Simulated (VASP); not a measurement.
The system is BiTe.

```
CELL_PARAMETERS angstrom
2.42229 1.39851 3.31334
-2.42229 1.39851 3.31334
0.00000 -2.79703 3.31334
ATOMIC_POSITIONS crystal
Bi 0.50000 0.50000 0.50000
Te 0.00000 0.00000 0.00000
```

```yaml
Program: VASP 6.6.1
Task: relaxation of cell and atoms
Functional: PBEsol
Potentials_or_basis: VASP PAW PBE potentials, release 64 (Bi_d, Te)
Cutoff: 600 eV
k_mesh: 12 × 12 × 12
Occupations: gaussian, width 0.1 eV
Spin: no spin polarisation
```

At the start: pressure -2.5 GPa; volume 33.67 Å³/atom.

Question: How do energy, volume and symmetry change on relaxing?

Answer: Over 7 steps the energy falls by 14.2 meV/atom and the volume is 31.86 Å³/atom (-5.4 %); space group R-3m (No. 166, to 0.1 Å) before and after.

Step by step:
```tsv
step	energy change (eV)	largest force (eV/Å)	pressure (GPa)	volume (Å³)
1	0.0000	0.0000	-2.46	67.35
2	-0.0175	0.0000	1.61	62.43
3	-0.0259	0.0000	-0.01	64.13
4	-0.0267	0.0000	-0.01	64.06
5	-0.0279	0.0000	-0.01	63.90
6	-0.0280	0.0000	0.01	63.56
7	-0.0283	0.0000	0.00	63.71
```

Final structure:
```
Bi Te
1.0
     2.40042    1.38589    3.19203
    -2.40042    1.38589    3.19203
     0.00000   -2.77177    3.19203
Bi Te
1 1
Direct
  0.50000 0.50000 0.50000
  0.00000 0.00000 0.00000
```

Caveat: the PAW data sets were made with another functional, which shifts forces and pressure a little.
